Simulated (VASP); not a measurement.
Write the native input for VASP 6.6.1 that does the following.

```
Task                   : single point
Functional             : PBE
Potentials or basis    : VASP PAW PBE potentials, release 64 (Co, H)
Cutoff                 : 520 eV
k mesh                 : 12 × 12 × 12
Occupations            : gaussian, width 0.1 eV
Spin                   : collinear spin, ferromagnetic start
Starting moments       : [0.22, 0.0, 0.0, 0.0] μB
Dipole correction      : no
Further INCAR settings : ALGO = Fast; EDIFF = 1e-06; NBANDS = 18
```

The structure of CoH3 lies in POSCAR:

```
CoH3
1.0
    2.8987731872      0.0000000000      0.0000000000
   -1.4493865936      2.5104112199      0.0000000000
    0.0000000000      0.0000000000      3.1605359197
Co H
1 3
Direct
    0.0000000000      0.0000000000      0.5000000000
    0.3333333333      0.6666666667      0.5000000000
    0.6666666667      0.3333333333      0.5000000000
    0.0000000000      0.0000000000      0.0000000000
```

The cell was generated, and may not be a known phase.

These files were run (other wordings do the same):

INCAR

```
PREC     = Accurate       # precision mode
ENCUT    = 520            # plane-wave cutoff, eV
EDIFF    = 1E-6           # SCF threshold, eV
ISMEAR   = 0              # smearing method
SIGMA    = 0.1            # smearing width, eV
LREAL    = F              # projectors in reciprocal space
LASPH    = T              # aspherical terms in the spheres
NELM     = 150            # most SCF steps
ALGO     = Fast           # electronic algorithm
ISIF     = 2              # what is computed and relaxed
LWAVE    = F              # write WAVECAR
LCHARG   = F              # write CHGCAR
ISPIN    = 2              # spin polarisation
MAGMOM   = 0.22 0 0 0     # initial moments
LORBIT   = 11             # projections on sites
LMAXMIX  = 4              # l up to which the mixer works
GGA      = PE             # functional
NBANDS   = 18             # bands
```

KPOINTS

```
regular mesh
0
Gamma
  12 12 12
```

Potentials or basis: VASP PAW PBE potentials, release 64 (Co, H).

Launch:

```sh
$ cat potpaw_PBE.64/Co/POTCAR potpaw_PBE.64/H/POTCAR > POTCAR
$ mpirun -np 1 vasp_std > vasp.out
```

It gave:

* Pressure: -0.2 GPa
* Band gap on the k mesh: zero (filled and empty bands overlap)
* Net moment: 0.00 μB per cell
* Valence electrons inside the program's atomic spheres: Co 8.54; H 0.56, 0.58 (each value once)

Wall time 2.8 min on 1 thread of Oxide Virtual Turin-like Processor (shared host), peak memory 0.18 GiB.
